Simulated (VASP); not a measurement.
Set up this calculation in VASP 6.6.1, as the native input.

```
Task                   : single point
Functional             : PBEsol
Potentials or basis    : VASP PAW PBE potentials, release 64 (Pt, C)
Cutoff                 : 520 eV
k mesh                 : 10 × 7 × 1
Occupations            : gaussian, width 0.1 eV
Spin                   : collinear spin
Starting moments       : [0.0, 0.0, 0.0, 0.0, 2.0] μB
Dipole correction      : yes
Further INCAR settings : ALGO = Normal; EDIFF = 1e-06; NBANDS = 34; NELMDL = -8
```

The structure of Pt4C lies in POSCAR:

```
Pt4C
1.0
    2.7704032196      0.0000000000      0.0000000000
    0.0000000000      3.9179418064      0.0000000000
    0.0000000000      0.0000000000     21.0969749094
Pt C
4 1
Direct
    0.5000000000      0.5000000000      0.1896006426
    0.0000000000      0.0000000000      0.2552594214
    0.5000000000      0.5000000000      0.3256256435
    0.0000000000      0.0000000000      0.3837979115
    0.0000000000      0.3333333333      0.5103563405
```

The input as run:

INCAR

```
ALGO     = Normal         # electronic algorithm
DIPOL    = 0.5 0.5 0.333
EDIFF    = 1E-6           # SCF threshold, eV
ENCUT    = 520            # plane-wave cutoff, eV
GGA      = PS             # functional
GGA_COMPAT= F            
IDIPOL   = 3            
ISIF     = 2              # what is computed and relaxed
ISMEAR   = 0              # smearing method
ISPIN    = 2              # spin polarisation
LASPH    = T              # aspherical terms in the spheres
LCHARG   = F              # write CHGCAR
LDIPOL   = T            
LMAXMIX  = 4              # l up to which the mixer works
LORBIT   = 11             # projections on sites
LREAL    = F              # projectors in reciprocal space
LWAVE    = F              # write WAVECAR
MAGMOM   = 0 0 0 0 2      # initial moments
NBANDS   = 34             # bands
NELM     = 200            # most SCF steps
NELMDL   = -8           
PREC     = Accurate       # precision mode
SIGMA    = 0.1            # smearing width, eV
```

KPOINTS

```
k-points
0
Gamma
  10 7 1
```

Potentials or basis: VASP PAW PBE potentials, release 64 (Pt, C).

Command:

```bash
$ cat potpaw_PBE.64/Pt/POTCAR potpaw_PBE.64/C/POTCAR > POTCAR
$ mpirun -np 1 vasp_std > vasp.out
```

Results of the run:

```json
{
  "Largest force": "1.549 eV/Å",
  "Net moment": "1.02 μB per cell",
  "Site moments": "Pt -0.02, -0.08, -0.07, -0.20; C +0.67 μB",
  "Valence electrons inside the program's atomic spheres": "Pt 9.00, 9.16, 9.20, 9.07; C 1.94"
}
```

Caveat: the PAW data sets were made with another functional, which shifts forces and pressure a little.

Wall time 9.1 min on 1 thread of Intel(R) Xeon(R) Platinum 8488C (Sapphire Rapids), on a shared host, peak memory 0.57 GiB.
